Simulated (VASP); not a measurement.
# Ti: relaxation of cell and atoms with PBEsol

Ti:

```
Ti
1.0
    -1.64100    1.64100    1.64100
     1.64100   -1.64100    1.64100
     1.64100    1.64100   -1.64100
Ti
1
Direct
  0.00000 0.00000 0.00000
```

```json
{
  "Program": "VASP 6.6.1",
  "Task": "relaxation of cell and atoms",
  "Functional": "PBEsol",
  "Potentials or basis": "VASP PAW PBE potentials, release 64 (Ti_sv)",
  "Cutoff": "600 eV",
  "k mesh": "9 × 9 × 9",
  "Occupations": "fermi-dirac, width 0.1 eV",
  "Spin": "no spin polarisation",
  "Target pressure": "-2 GPa",
  "Dipole correction": "no",
  "Further INCAR settings": "ALGO = Normal; EDIFF = 1e-06; IBRION = 2; EDIFFG = -0.02; NSW = 80; ISIF = 3"
}
```

| Item | Value |
| --- | --- |
| Relaxed volume | 16.86 Å³/atom |
| Relaxed cell | a = 2.798 Å, b = 2.798 Å, c = 2.798 Å, α = 109.47°, β = 109.47°, γ = 109.47° |
| Space group after relaxing (to 0.05 Å) | Im-3m (No. 229) |
| Energy change on relaxing (the enthalpy is what falls) | -22.1 meV/atom |
| Ionic steps | 3 |
| Pressure after relaxing | -2.0 GPa |
| Band gap on the k mesh | zero (band 6 reaches 9.28 eV, above the bottom of band 7 at 7.68 eV) |

Step by step:
```tsv
step	energy change (eV)	largest force (eV/Å)	pressure (GPa)	volume (Å³)
1	0.0000	0.0000	-6.47	17.68
2	-0.0238	0.0000	0.69	16.45
3	-0.0221	0.0000	-1.97	16.86
```

Final structure:
```xyz
1
Lattice="-1.6153 1.6153 1.6153 1.6153 -1.6153 1.6153 1.6153 1.6153 -1.6153" Properties=species:S:1:pos:R:3 pbc="T T T"
Ti    0.0000    0.0000    0.0000
```

Levels at points of the mesh, in eV from the Fermi level:
```csv
k point,band 2,band 3,band 4,band 5,band 6,band 7,band 8,band 9,band 10
"(0.00, 0.00, 0.00)",-32.15,-32.15,-32.15,-6.03,1.01,1.01,1.01,2.85,2.85
```

It took 45 s on 1 thread of AMD EPYC 7571 (shared host), peak memory 0.11 GiB.

Caveat: the cell is relaxed towards a set pressure, so the enthalpy falls and the energy may rise; the PAW data sets were made with another functional, which shifts forces and pressure a little.
